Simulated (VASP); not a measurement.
Wanted: the native input for a VASP 6.6.1 run.

```yaml
Task: single point
Functional: PBE
Potentials_or_basis: VASP PAW PBE potentials, release 64 (Cd, Hg, S)
Cutoff: 520 eV
k_mesh: 6 × 6 × 6
Occupations: gaussian, width 0.02 eV
Spin: no spin polarisation
Dipole_correction: no
Further_INCAR_settings: ALGO = Normal; EDIFF = 1e-06; NBANDS = 46
```

The structure of Cd3HgS4 lies in POSCAR:

```
Cd3HgS4
1.0
   -2.9709956859      2.9709956859      5.9426513578
    2.9709956859     -2.9709956859      5.9426513578
    2.9709956859      2.9709956859     -5.9426513578
Cd Hg S
3 1 4
Direct
    0.5000000000      0.5000000000      0.0000000000
    0.2500000000      0.7500000000      0.5000000000
    0.7500000000      0.2500000000      0.5000000000
    0.0000000000      0.0000000000      0.0000000000
    0.6220026466      0.6220026466      0.4958943390
    0.1261083076      0.1261083076      0.5041056610
    0.8738916924      0.3779973534      0.0000000000
    0.3779973534      0.8738916924      0.0000000000
```

These files were run (other wordings do the same):

INCAR

```
ALGO = Normal ; EDIFF = 1E-6
ENCUT = 520 ; GGA = PE
ISIF = 2 ; ISMEAR = 0
LASPH = True ; LCHARG = False
LREAL = False ; LWAVE = False
NBANDS = 46 ; NELM = 80
PREC = Accurate ; SIGMA = 0.02
```

KPOINTS

```
k-points
0
Gamma
  6 6 6
```

Potentials or basis: VASP PAW PBE potentials, release 64 (Cd, Hg, S).

Run with:

```console
$ cat potpaw_PBE.64/Cd/POTCAR potpaw_PBE.64/Hg/POTCAR potpaw_PBE.64/S/POTCAR > POTCAR
$ mpirun -np 1 vasp_std > vasp.out
```

Results of the run:

```
Pressure               : 0.3 GPa
Band gap on the k mesh : 0.63 eV, direct
```

Caveat: spin-orbit coupling is left out, which moves the levels of the heavy elements.

Wall time 10 min on 1 thread of Intel Xeon 6975P-C (shared host), peak memory 0.55 GiB.
